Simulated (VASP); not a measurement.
Input of a VASP 6.6.1 run:

Contents of INCAR:

```
  PREC = Accurate
  ENCUT = 520
  EDIFF = 1E-6
  ISMEAR = -1
  SIGMA = 0.1
  LREAL = Auto
  LASPH = True
  NELM = 60
  ALGO = Normal
  ISIF = 2
  LWAVE = False
  LCHARG = False
  GGA = PE
  IVDW = 12
  NBANDS = 52
```

The input KPOINTS:

```
Automatic mesh
0
Gamma
  2 3 3
```

The input POSCAR:

```
Al8GaN8
1.0
   -3.1285880000     -5.4188740000      0.0000000000
    4.6928820000     -2.7094370000      0.0000000000
    0.0000000000      0.0000000000      5.0169550000
Al N Ga
8 8 1
Direct
    0.4872421893      0.7019524605      0.5133591990
    0.4981999776      0.3972105993      1.1018037834
    0.2096543737      0.1191425988      0.3933660956
    0.2744433716      0.8204383232      0.9717846782
   -0.0026809454      0.6566780129      0.4765041743
    0.0048934993      0.3415406019      0.9705289364
    0.7558242925      0.1194282771      0.3791144230
    0.7844568660      0.8184826163      0.9539451719
    0.5160894657      0.6600914554      0.8806337709
    0.4666390435      0.3331473734      0.4438150233
    0.2706140253      0.1936847745      1.0002082937
    0.2331586979      0.7853079418      0.3254165126
    0.0344938459      0.6729376602      0.8358057826
   -0.0136652459      0.3241818302      0.3942630540
    0.7401573622      0.1895524842      0.9971785675
    0.7486623093      0.7727779895      0.3155101052
    0.4925496891      0.1043889547      0.7308616482
```

Potentials or basis: VASP PAW PBE potentials, release 64 (Al, N, Ga_d).

Launch:

```console
$ cat potpaw_PBE.64/Al/POTCAR potpaw_PBE.64/N/POTCAR potpaw_PBE.64/Ga_d/POTCAR > POTCAR
$ mpirun -np 1 vasp_std > vasp.out
```

Problem. Estimate the largest force.

Solution. 2.267 eV/Å.

Problem. Predict the dispersion energy per atom.

Solution. -0.296 eV.

Problem. Estimate the pressure.

Solution. 19.9 GPa.

Stress tensor (GPa, compression positive):
```
15.97 -1.77  1.39
-1.77 11.84 -4.72
 1.39 -4.72 31.99
```

Caveat: the k points lie up to 0.50 Å⁻¹ apart.
